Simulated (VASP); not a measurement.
# Mg5NiS6 (P-3m1) in VASP: single point with PBE

Aim: the single point of Mg5NiS6 with PBE.

Everything below comes from runs of VASP 6.6.1. Logs are shortened: lines on timing, memory, paths and dates and some standing lists are left out, and cuts for length are marked.

**1. The cell of the first run**

It takes space group P-3m1 (No. 164, trigonal). Conventional cell: a = 3.663 Å, b = 3.663 Å, c = 17.795 Å, α = 90.00°, β = 90.00°, γ = 120.00°. Mg (site symmetry 3m) has 6 S at 2.60 to 2.62 Å and 3 Ni at 3.53 Å and 9 Mg at 3.66 to 3.70 Å within 3.7 Å. Within 3.4 Å of Mg (site symmetry 3m) lie 6 S at 2.60 Å. Mg (site symmetry -3m) has 6 S at 2.60 Å within 3.4 Å. Within 3.3 Å of Ni (site symmetry -3m) lie 6 S at 2.48 Å. S (site symmetry 3m) has 3 Ni at 2.48 Å and 3 Mg at 2.62 Å and 3 S at 3.34 Å within 3.4 Å. Within 3.4 Å of S (site symmetry 3m) lie 6 Mg at 2.60 Å. S (site symmetry 3m) has 6 Mg at 2.60 Å within 3.4 Å.

**2. Single point, PBE, collinear spin**

INCAR reads:

```
PREC     = Accurate       # precision mode
ENCUT    = 600            # plane-wave cutoff, eV
EDIFF    = 1E-6           # SCF threshold, eV
ISMEAR   = 0              # smearing method
SIGMA    = 0.02           # smearing width, eV
LREAL    = F              # projectors in reciprocal space
LASPH    = T              # aspherical terms in the spheres
NELM     = 200            # most SCF steps
ALGO     = Normal         # electronic algorithm
ISIF     = 2              # what is computed and relaxed
LWAVE    = F              # write WAVECAR
LCHARG   = F              # write CHGCAR
ISPIN    = 2              # spin polarisation
MAGMOM   = 0 0 0 0 0 1.45 0.22 0.22 0 0 0 0 # initial moments
LORBIT   = 11             # projections on sites
LMAXMIX  = 4              # l up to which the mixer works
GGA      = PE             # functional
NBANDS   = 44             # bands
GGA_COMPAT= F            
KPAR     = 4
```

KPOINTS reads:

```
regular mesh
0
Gamma
  12 12 2
```

POSCAR reads:

```
Mg5NiS6
1.0
    3.6633159667      0.0000000000      0.0000000000
   -1.8316579833      3.1725246892      0.0000000000
    0.0000000000      0.0000000000     17.7951148588
Mg Ni S
5 1 6
Direct
    0.3333333333      0.6666666667      0.8408825193
    0.6666666667      0.3333333333      0.6705094996
    0.0000000000      0.0000000000      0.5000000000
    0.3333333333      0.6666666667      0.3294905004
    0.6666666667      0.3333333333      0.1591174807
    0.0000000000      0.0000000000      0.0000000000
    0.6666666667      0.3333333333      0.9274251657
    0.3333333333      0.6666666667      0.0725748343
    0.0000000000      0.0000000000      0.7557015487
    0.3333333333      0.6666666667      0.5852336857
    0.6666666667      0.3333333333      0.4147663143
    0.0000000000      0.0000000000      0.2442984513
```

Potentials or basis: VASP PAW PBE potentials, release 64 (Mg, Ni, S).

Launch:

```sh
$ cat potpaw_PBE.64/Mg/POTCAR potpaw_PBE.64/Ni/POTCAR potpaw_PBE.64/S/POTCAR > POTCAR
$ mpirun -np 4 vasp_std > vasp.out
```

OUTCAR:

```text
PREC = Accurate
   ENCUT = 600
   EDIFF = 1E-6
   ISMEAR = 0
   LREAL = F
   LASPH = T
   NELM = 200
   ISIF = 2
   ISPIN = 2
   LORBIT = 11
   GGA = PE

 ion  position               nearest neighbor table
   1  0.333  0.667  0.841-   9 2.60   9 2.60   9 2.60   7 2.62   7 2.62   7 2.62
   2  0.667  0.333  0.671-   9 2.60   9 2.60   9 2.60  10 2.60  10 2.60  10 2.60
   3  0.000  0.000  0.500-  10 2.60  11 2.60  10 2.60  11 2.60  11 2.60  10 2.60
   4  0.333  0.667  0.329-  12 2.60  12 2.60  12 2.60  11 2.60  11 2.60  11 2.60
   5  0.667  0.333  0.159-  12 2.60  12 2.60  12 2.60   8 2.62   8 2.62   8 2.62
   6  0.000  0.000  0.000-   7 2.48   8 2.48   8 2.48   7 2.48   7 2.48   8 2.48
   7  0.667  0.333  0.927-   6 2.48   6 2.48   6 2.48   1 2.62   1 2.62   1 2.62
   8  0.333  0.667  0.073-   6 2.48   6 2.48   6 2.48   5 2.62   5 2.62   5 2.62
   9  0.000  0.000  0.756-   1 2.60   1 2.60   1 2.60   2 2.60   2 2.60   2 2.60
  10  0.333  0.667  0.585-   3 2.60   3 2.60   3 2.60   2 2.60   2 2.60   2 2.60
  11  0.667  0.333  0.415-   3 2.60   3 2.60   3 2.60   4 2.60   4 2.60   4 2.60
  12  0.000  0.000  0.244-   5 2.60   5 2.60   5 2.60   4 2.60   4 2.60   4 2.60

  LATTYP: Found a hexagonal cell.
 ALAT       =     3.6633159667
 C/A-ratio  =     4.8576521983

  Lattice vectors:

 A1 = (   3.6633159667,   0.0000000000,   0.0000000000)
 A2 = (  -1.8316579833,   3.1725246892,   0.0000000000)
 A3 = (   0.0000000000,   0.0000000000,  17.7951148588)

Analysis of symmetry for initial positions (statically):
=====================================================================
 Subroutine PRICEL returns:
 Original cell was already a primitive cell.

 Routine SETGRP: Setting up the symmetry group for a
 hexagonal supercell.

 Subroutine GETGRP returns: Found 12 space group operations
 (whereof 12 operations were pure point group operations)
 out of a pool of 24 trial point group operations.

The static configuration has the point symmetry D_3d.

Analysis of symmetry for dynamics (positions and initial velocities):
=====================================================================
 Subroutine PRICEL returns:
 Original cell was already a primitive cell.

 Routine SETGRP: Setting up the symmetry group for a
 hexagonal supercell.

 Subroutine GETGRP returns: Found 12 space group operations
 (whereof 12 operations were pure point group operations)
 out of a pool of 24 trial point group operations.

The dynamic configuration has the point symmetry D_3d.

Analysis of structural, dynamic, and magnetic symmetry:
=====================================================================
 Subroutine PRICEL returns:
 Original cell was already a primitive cell.

 Routine SETGRP: Setting up the symmetry group for a
 hexagonal supercell.

 Subroutine GETGRP returns: Found 12 space group operations
 (whereof 12 operations were pure point group operations)
 out of a pool of 24 trial point group operations.

The overall configuration has the point symmetry D_3d.

 Subroutine INISYM returns: Found 12 space group operations
 (whereof 12 operations are pure point group operations),
 and found     1 'primitive' translations

----------------------------------------------------------------------------------------

                                     Primitive cell

  volume of cell :     206.8141

  direct lattice vectors                    reciprocal lattice vectors
     3.663315967  0.000000000  0.000000000     0.272976726  0.157603186  0.000000000
    -1.831657983  3.172524689  0.000000000     0.000000000  0.315206373  0.000000000
     0.000000000  0.000000000 17.795114859     0.000000000  0.000000000  0.056195198

  length of vectors
     3.663315967  3.663315967 17.795114859     0.315206373  0.315206373  0.056195198

  position of ions in fractional coordinates (direct lattice)
     0.333333333  0.666666667  0.840882519
     0.666666667  0.333333333  0.670509500
     0.000000000  0.000000000  0.500000000
     0.333333333  0.666666667  0.329490500
     0.666666667  0.333333333  0.159117481
[... 89 lines left out ...]
   LNONCOLLINEAR =      F non collinear calculations
   LSORBIT =      F    spin-orbit coupling
   LASPH  =      T    aspherical Exc in radial PAW
   ENCUT  =  600.0 eV  44.10 Ry    6.64 a.u.   7.32  7.32 35.54*2*pi/ulx,y,z
   NELM   =    200;   NELMIN=  2; NELMDL= -5     # of ELM steps
   EDIFF  = 0.1E-05   stopping-criterion for ELM
   LREAL  =      F    real-space projection
   EDIFFG = 0.1E-04   stopping-criterion for IOM
   NSW    =      0    number of steps for IOM
   IBRION =     -1    ionic relax: 0-MD 1-quasi-New 2-CG
   NFREE  =      0    steps in history (QN), initial steepest desc. (CG)
   ISIF   =      2    stress and relaxation
   ISYM   =      2    0-nonsym 1-usesym 2-fastsym
   POTIM  = 0.5000    time-step for ionic-motion
   TEBEG  =    0.0;   TEEND  =   0.0 temperature during run
   PSTRESS=    0.0 pullay stress
   NELECT =      56.0000    total number of electrons
   NUPDOWN=      -1.0000    fix difference up-down
   EMIN   =  10.00;   EMAX   =-10.00  energy-range for DOS
   EFERMI =   0.00;   METHOD = LEGACY
   ISMEAR =     0;   SIGMA  =   0.02  broadening in eV -4-tet -1-fermi 0-gaus
   EFERMI_NEDOS =   21; number of points for ismear=-14 and -15
   IALGO  =     38    algorithm
   IMIX   =      4    mixing-type and parameters
     AMIX     =   0.40;   BMIX     =  1.00
     AMIX_MAG =   1.60;   BMIX_MAG =  1.00
  volume/ion in A,a.u.               =      17.23       116.30
  Fermi-wavevector in a.u.,A,eV,Ry     =   1.059117  2.001442 15.262059  1.121730
  Thomas-Fermi vector in A             =   2.194451
   LORBIT       =     11    0 simple, 1 ext, 2 COOP (PROOUT), +10 PAW based schemes
   GGA     = PE    functional components
   LHFCALC =     F    Hartree Fock is set to
   AEXX    =    0.0000 exact exchange contribution
   IVDW    =     0    specifies the selected vdW correction
   LEPSILON=     F    determine dielectric tensor
   LRPA    =     F    only Hartree local field effects (RPA)
 spin polarized calculation
 Gauss-broadening in eV      SIGMA  =   0.02
  energy-cutoff  :      600.00
  volume of cell :      206.81
 maximum number of plane-waves:      6972
 NGX is ok and might be reduce to    30
   NGX = 15   NGY = 15   NGZ = 71

 number of electron      55.9999991 magnetization       1.9965422

 Free energy of the ion-electron system (eV)
  ---------------------------------------------------
  ext. energy  EPLUGINS =         0.00000000
  ---------------------------------------------------
  free energy    TOTEN  =       -51.98371755 eV

  energy without entropy =      -51.98371755  energy(sigma->0) =      -51.98371755

 E-fermi :   5.0383     XC(G=0):  -9.9055

 val. band max:        4.9332530983   @ k =   0.0000   0.0000   0.5000
 cond. band min:       5.2232908772   @ k =   0.2500   0.2500   0.0000
 fundamental gap:      0.2900377789
 Fermi energy:         5.0383409583

 spin component 1

 k-point     1 :       0.0000    0.0000    0.0000
  band No.  band energies     occupation
      1      -8.9215      1.00000
      2      -8.5403      1.00000
      3      -8.4185      1.00000
      4      -7.8682      1.00000
      5      -7.7715      1.00000
      6      -7.3860      1.00000
[... 1021 lines left out ...]
     39      10.7860      0.00000
     40      11.4423      0.00000

 [... further k-points ...]

 spin component 2

 k-point     1 :       0.0000    0.0000    0.0000
  band No.  band energies     occupation
      1      -8.7425      1.00000
      2      -8.4937      1.00000
      3      -8.3779      1.00000
      4      -7.8368      1.00000
      5      -7.6799      1.00000
      6      -7.2340      1.00000
[... 1021 lines left out ...]
     39      10.9060      0.00000
     40      11.4977      0.00000

 [... further k-points ...]

 [bands above 40 left out]

------------------------ aborting loop because EDIFF is reached ----------------------------------------

  FORCE on cell =-STRESS in cart. coord.  units (eV):
  Direction    XX          YY          ZZ          XY          YZ          ZX
  --------------------------------------------------------------------------------------
  -------------------------------------------------------------------------------------
  Total       -0.2942360     -0.2942360     -0.2517738     -0.0000000     -0.0000000      0.0000000
  in kB       -2.2794294     -2.2794294     -1.9504777     -0.0000000     -0.0000000      0.0000000
  external PRESSURE =      -2.1697788 kB  Pullay stress =       0.0000000 kB

 VOLUME and BASIS-vectors are now :
 -----------------------------------------------------------------------------
  energy-cutoff  :      600.00
  volume of cell :      206.81
      direct lattice vectors                 reciprocal lattice vectors
     3.663315967  0.000000000  0.000000000     0.272976726  0.157603186  0.000000000
    -1.831657983  3.172524689  0.000000000     0.000000000  0.315206373  0.000000000
     0.000000000  0.000000000 17.795114859     0.000000000  0.000000000  0.056195198

 POSITION                                       TOTAL-FORCE (eV/Angst)
 -----------------------------------------------------------------------------------
     -0.00000      2.11502     14.96360         0.000000      0.000000     -0.002077
      1.83166      1.05751     11.93179         0.000000      0.000000     -0.003914
      0.00000      0.00000      8.89756         0.000000      0.000000     -0.000000
     -0.00000      2.11502      5.86332         0.000000      0.000000      0.003914
      1.83166      1.05751      2.83151         0.000000      0.000000      0.002077
      0.00000      0.00000      0.00000         0.000000      0.000000     -0.000000
      1.83166      1.05751     16.50364         0.000000     -0.000000     -0.017614
     -0.00000      2.11502      1.29148        -0.000000      0.000000      0.017614
      0.00000      0.00000     13.44780         0.000000      0.000000      0.000580
     -0.00000      2.11502     10.41430        -0.000000      0.000000      0.001895
      1.83166      1.05751      7.38081        -0.000000      0.000000     -0.001895
      0.00000      0.00000      4.34732         0.000000      0.000000     -0.000580
 -----------------------------------------------------------------------------------
    total drift:                               -0.000000      0.000000     -0.000000

  FREE ENERGIE OF THE ION-ELECTRON SYSTEM (eV)
  ---------------------------------------------------
  free  energy   TOTEN  =       -51.9837175549 eV

  energy  without entropy=      -51.9837175549  energy(sigma->0) =      -51.98371755

 total charge

# of ion       s       p       d       tot
------------------------------------------
    1        0.139   0.124   0.039   0.301
    2        0.137   0.127   0.040   0.303
    3        0.136   0.127   0.040   0.303
    4        0.137   0.127   0.040   0.303
    5        0.139   0.124   0.039   0.301
    6        0.338   0.352   8.237   8.926
    7        1.324   2.418   0.000   3.742
    8        1.324   2.418   0.000   3.742
    9        1.315   2.499   0.000   3.814
   10        1.314   2.502   0.000   3.816
   11        1.314   2.502   0.000   3.816
   12        1.315   2.499   0.000   3.814
--------------------------------------------------
tot          8.930  15.819   8.433  33.182

 magnetization (x)

# of ion       s       p       d       tot
------------------------------------------
    1        0.006   0.007   0.002   0.015
    2        0.000   0.000   0.000   0.001
    3        0.000   0.000   0.000   0.000
    4        0.000   0.000   0.000   0.001
    5        0.006   0.007   0.002   0.015
    6       -0.002  -0.003   1.293   1.289
    7        0.019   0.162   0.000   0.181
    8        0.019   0.162   0.000   0.181
    9        0.001   0.012   0.000   0.013
   10        0.000   0.001   0.000   0.002
   11        0.000   0.001   0.000   0.002
   12        0.001   0.012   0.000   0.013
--------------------------------------------------
tot          0.052   0.363   1.298   1.712
```

Wall time 5.1 min (4 MPI ranks of Intel Xeon Platinum 8488C (Sapphire Rapids), shared host); peak memory 0.88 GiB.

What came out:

* Free energy: -51.9837 eV
* Pressure: -0.2 GPa
* Largest force: 0.018 eV/Å
* Band gap on the k mesh: 0.29 eV (least direct gap 0.70 eV)
* Net moment: 2.00 μB per cell
* Site moments: Mg +0.01, +0.00 (each value once); Ni +1.29; S +0.18, +0.01, +0.00 (each value once) μB
* Valence electrons inside the program's atomic spheres: Mg 0.30; Ni 8.93; S 3.74, 3.81, 3.82 (each value once)

Forces on the atoms (eV/Å):
```
Mg   0.000  0.000 -0.002
Mg   0.000  0.000 -0.004
Mg   0.000  0.000  0.000
Mg   0.000  0.000  0.004
Mg   0.000  0.000  0.002
Ni   0.000  0.000  0.000
S    0.000  0.000 -0.018
S    0.000  0.000  0.018
S    0.000  0.000  0.001
S    0.000  0.000  0.002
S    0.000  0.000 -0.002
S    0.000  0.000 -0.001
```

Levels at points of the mesh, in eV from the valence-band top:
Spin up:
| k point | band 25 | band 26 | band 27 | band 28 | band 29 | band 30 | band 31 | band 32 | band 33 | band 34 |
| --- | --- | --- | --- | --- | --- | --- | --- | --- | --- | --- |
| (0.00, 0.00, 0.00) | -0.93 | -0.93 | -0.86 | 0.00 | 0.00 | 2.85 | 3.67 | 3.88 | 3.94 | 4.07 |
| (0.50, 0.00, 0.00) | -1.89 | -1.79 | -1.66 | -0.36 | -0.26 | 1.80 | 2.76 | 2.82 | 3.69 | 3.69 |
| (0.00, 0.00, 0.50) | -1.01 | -0.98 | -0.98 | 0.00 | 0.00 | 3.22 | 3.38 | 3.75 | 3.77 | 4.17 |
| (0.50, 0.00, 0.50) | -1.91 | -1.79 | -1.63 | -0.39 | -0.26 | 2.09 | 2.15 | 3.51 | 3.57 | 3.76 |
Spin down:
| k point | band 23 | band 24 | band 25 | band 26 | band 27 | band 28 | band 29 | band 30 | band 31 | band 32 |
| --- | --- | --- | --- | --- | --- | --- | --- | --- | --- | --- |
| (0.00, 0.00, 0.00) | -1.01 | -0.96 | -0.81 | -0.81 | -0.72 | 1.17 | 1.17 | 2.90 | 3.71 | 3.89 |
| (0.50, 0.00, 0.00) | -1.80 | -1.64 | -1.26 | -1.08 | -1.04 | 0.98 | 0.99 | 1.88 | 2.84 | 2.90 |
| (0.00, 0.00, 0.50) | -0.96 | -0.96 | -0.91 | -0.82 | -0.82 | 1.17 | 1.17 | 3.24 | 3.47 | 3.78 |
| (0.50, 0.00, 0.50) | -1.89 | -1.62 | -1.26 | -1.08 | -1.04 | 0.96 | 0.99 | 2.16 | 2.25 | 3.60 |

Caveat: a cell with one magnetic atom can't hold antiferromagnetic order, which such compounds often take.
